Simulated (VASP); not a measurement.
Input of a VASP 6.6.1 run:

File INCAR:

```
SYSTEM = MoS2
  PREC = Accurate
  ENCUT = 520
  EDIFF = 1E-7
  ISMEAR = 0
  SIGMA = 0.05
  LREAL = .FALSE.
  LASPH = .TRUE.
  NELM = 60
  ALGO = Normal
  ISIF = 2
  LWAVE = .FALSE.
  LCHARG = .TRUE.
  GGA = PE
  IVDW = 12
  LELF = .TRUE.
  LVHAR = .TRUE.
  NBANDS = 20
```

Contents of KPOINTS:

```
regular mesh
0
G
  12 12 12
  0 0 0
```

The input POSCAR:

```
MoS2
1.0
    1.5764743791      0.9101779071      5.9965349799
   -1.5764743791      0.9101779071      5.9965349799
    0.0000000000     -1.8203558143      5.9965349799
Mo S
1 2
Direct
    0.0308347165      0.0308347165     -0.0942065758
    0.7535591261      0.7535591261      0.7535591261
    0.5797236023      0.5797236023      0.5797236023
```

Potentials or basis: VASP PAW PBE potentials, release 64 (Mo_sv, S).

Run with:

```console
$ cat potpaw_PBE.64/Mo_sv/POTCAR potpaw_PBE.64/S/POTCAR > POTCAR
$ mpirun -np 1 vasp_std > vasp.out
```

**Question.** Estimate the pressure.

**Answer.** 6.6 GPa.

**Question.** What does it give for the dispersion energy per atom?

**Answer.** -0.440 eV.

**Question.** Estimate the band gap on the k mesh.

**Answer.** 0.08 eV (least direct gap 0.67 eV).

Stress tensor (GPa, compression positive):
```
13.16  0.00  0.00
 0.00 -0.79 -4.46
 0.00 -4.46  7.28
```

Caveat: the cell differs from its parent crystal (all Mo atoms moved -0.300 Å, as atom 1 towards its neighbour atom 2 (S) at 2.399 Å); the stress differs along the axes, from -1 to 13 GPa; forces of over 1 eV/Å act on the atoms, so gaps and moduli don't describe the material at rest. A k mesh can miss the band edges.
